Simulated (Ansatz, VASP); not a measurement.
**Two plane-wave programs on Ca**

```
Ca
1.0
     0.00000    2.67145    2.67145
     2.67145    0.00000    2.67145
     2.67145    2.67145    0.00000
Ca
1
Direct
  0.00000 0.00000 0.00000
```

Alike in both runs: task single point; functional LDA; k mesh 10 × 10 × 10; occupations methfessel-paxton of order 1, width 0.3 eV; no spin polarisation.

```csv
,VASP,Ansatz
version,VASP 6.6.1,Ansatz 0.2.0
potentials or method,"VASP PAW LDA potentials, release 64 (Ca_sv), cutoff 520 eV","plane waves (420 eV) with PAW, scalar-relativistic"
valence electrons in the cell,10,10
```

```csv
,VASP,Ansatz,Ansatz less VASP
pressure (GPa),0.0,0.0,-0.01
```

Ansatz warns that its potentials were made for another functional, while VASP's fit it. LDA's correlation is that of Perdew and Zunger in VASP and of Perdew and Wang (1992) in Ansatz.
